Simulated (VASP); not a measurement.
A run of VASP 6.6.1:

File INCAR:

```
SYSTEM = ScPd
ALGO = Normal
EDIFF = 1E-6
EDIFFG = -0.02
ENCUT = 600
GGA = PS
IBRION = 2
ISIF = 8
ISMEAR = -1
LASPH = .TRUE.
LCHARG = .FALSE.
LREAL = .FALSE.
LWAVE = .FALSE.
NELM = 100
NSW = 60
PREC = Accurate
SIGMA = 0.1
```

The input KPOINTS:

```
k-points
0
G
  14 14 14
  0 0 0
```

The input POSCAR:

```
ScPd
1.0
    3.2830000000      0.0000000000      0.0000000000
    0.0000000000      3.2830000000      0.0000000000
    0.0000000000      0.0000000000      3.2830000000
Sc Pd
1 1
Direct
    0.5000000000      0.5000000000      0.5000000000
    0.0000000000      0.0000000000      0.0000000000
```

Potentials or basis: VASP PAW PBE potentials, release 64 (Sc_sv, Pd).

Run with:

```bash
$ cat potpaw_PBE.64/Sc_sv/POTCAR potpaw_PBE.64/Pd/POTCAR > POTCAR
$ mpirun -np 1 vasp_std > vasp.out
```

Hardware: 1 thread of Intel(R) Xeon(R) 6975P-C (Granite Rapids), on a shared host.

Q: Estimate the wall time of this run.

A: Wall time 56 s on 1 thread of Intel(R) Xeon(R) 6975P-C (Granite Rapids), with other jobs on the host, peak memory 0.23 GiB. Counts: scf iterations 28, k points 120, ion steps 3.
